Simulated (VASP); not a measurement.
# ZnWO4: single point with LDA

ZnWO4:

```
Zn W O
1.0
     4.69263    0.00000    0.00000
     0.00000    5.72129    0.00000
    -0.05437    0.00000    4.92775
Zn W O
2 2 8
Direct
  0.50000 0.67779 0.25000
  0.50000 0.32221 0.75000
  0.00000 0.18023 0.25000
  0.00000 0.81977 0.75000
  0.25818 0.37277 0.40233
  0.74182 0.37277 0.09767
  0.74182 0.62723 0.59767
  0.25818 0.62723 0.90233
  0.21373 0.89237 0.43424
  0.78627 0.89237 0.06576
  0.78627 0.10763 0.56576
  0.21373 0.10763 0.93424
```

```json
{"Program": "VASP 6.6.1", "Task": "single point", "Functional": "LDA", "Potentials or basis": "VASP PAW LDA potentials, release 64 (Zn, W_sv, O)", "Cutoff": "600 eV", "k mesh": "5 × 4 × 5", "Occupations": "gaussian, width 0.01 eV", "Spin": "no spin polarisation", "Dipole correction": "no", "Further INCAR settings": "ALGO = Normal; EDIFF = 1e-06; NBANDS = 62"}
```

The pressure is -4.6 GPa. The largest force is 0.419 eV/Å and the band gap on the k mesh is 2.85 eV, indirect (least direct gap 2.88 eV).

Forces on the atoms (eV/Å):
```
Zn   0.000 -0.012  0.000
Zn   0.000  0.012  0.000
W    0.000 -0.346  0.000
W    0.000  0.346  0.000
O    0.274  0.271  0.165
O   -0.274  0.271 -0.165
O   -0.274 -0.271 -0.165
O    0.274 -0.271  0.165
O    0.161  0.008 -0.179
O   -0.161  0.008  0.179
O   -0.161 -0.008  0.179
O    0.161 -0.008 -0.179
```

Stress tensor (GPa, compression positive):
```
-4.65  0.00 -0.07
 0.00 -4.44  0.00
-0.07  0.00 -4.79
```

Levels at points of the mesh, in eV from the valence-band top:
| k point | band 48 | band 49 | band 50 | band 51 | band 52 | band 53 |
| --- | --- | --- | --- | --- | --- | --- |
| (0.00, 0.00, 0.00) | -0.38 | -0.31 | -0.28 | 3.36 | 3.76 | 3.80 |
| (0.00, 0.50, 0.00) | -0.54 | -0.50 | -0.02 | 2.85 | 3.76 | 3.94 |

It took 6.8 min on 1 thread of Intel Xeon 6975P-C, on a shared host, peak memory 0.43 GiB.

Caveat: spin-orbit coupling is left out, which moves the levels of the heavy elements. LDA gaps usually lie below the measured ones, often by a third to a half.
